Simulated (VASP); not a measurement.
## KF: single point with r2SCAN

Crystal: KF.

```
CELL_PARAMETERS angstrom
0.00000 2.96447 2.96447
2.96447 0.00000 2.96447
2.96447 2.96447 0.00000
ATOMIC_POSITIONS crystal
K 0.00000 0.00000 0.00000
F 0.25000 0.25000 0.25000
```

* Program: VASP 6.6.1
* Task: single point
* Functional: r2SCAN
* Potentials or basis: VASP PAW PBE potentials, release 64 (K_sv, F)
* Cutoff: 520 eV
* k mesh: 6 × 6 × 6
* Occupations: gaussian, width 0.01 eV
* Spin: no spin polarisation

```
Pressure               : -0.6 GPa
Band gap on the k mesh : 5.67 eV (least direct gap 5.85 eV)
```

Levels at points of the mesh, in eV from the valence-band top:
| k point | band 6 | band 7 | band 8 | band 9 | band 10 | band 11 |
| --- | --- | --- | --- | --- | --- | --- |
| (0.00, 0.00, 0.00) | -0.18 | -0.18 | -0.18 | 5.67 | 12.53 | 12.53 |
| (0.50, 0.00, 0.00) | -0.25 | -0.10 | -0.10 | 8.46 | 9.72 | 11.59 |
| (0.50, 0.50, 0.00) | -0.40 | 0.00 | 0.00 | 8.75 | 8.87 | 13.06 |

Run time: 110 s on 1 thread of Intel Xeon 8259CL, with other jobs on the host, peak memory 0.18 GiB.

Caveat: the PAW data sets were made with another functional, which shifts forces and pressure a little. A k mesh can miss the band edges.
